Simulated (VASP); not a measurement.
A run of VASP 6.6.1:

INCAR

```
SYSTEM = SiO2
PREC = Accurate
ENCUT = 600
EDIFF = 1E-6
ISMEAR = 0
SIGMA = 0.01
LREAL = .FALSE.
LASPH = .TRUE.
NELM = 120
ALGO = Normal
ISIF = 2
LWAVE = .FALSE.
LCHARG = .FALSE.
GGA = PE
NBANDS = 15
GGA_COMPAT = .FALSE.
```

File KPOINTS:

```
regular mesh
0
G
  6 6 6
  0 0 0
```

The input POSCAR:

```
SiO2
1.0
    0.0000000000      2.3012932369      2.3012932369
    2.3012932369      0.0000000000      2.3012932369
    2.3012932369      2.3012932369      0.0000000000
Si O
1 2
Direct
    0.0000000000      0.0000000000      0.0000000000
    0.2500000000      0.2500000000      0.2500000000
    0.7500000000      0.7500000000      0.7500000000
```

Potentials or basis: VASP PAW PBE potentials, release 64 (Si, O).

Command:

```console
$ cat potpaw_PBE.64/Si/POTCAR potpaw_PBE.64/O/POTCAR > POTCAR
$ mpirun -np 1 vasp_std > vasp.out
```

Hardware: 1 thread of AMD EPYC 7R13, with other jobs on the host.

Problem. How long does it take, and how much memory?

Solution. It took 21 s on 1 thread of AMD EPYC 7R13 (shared host), peak memory 0.12 GiB. Counts: scf iterations 13, k points 16.
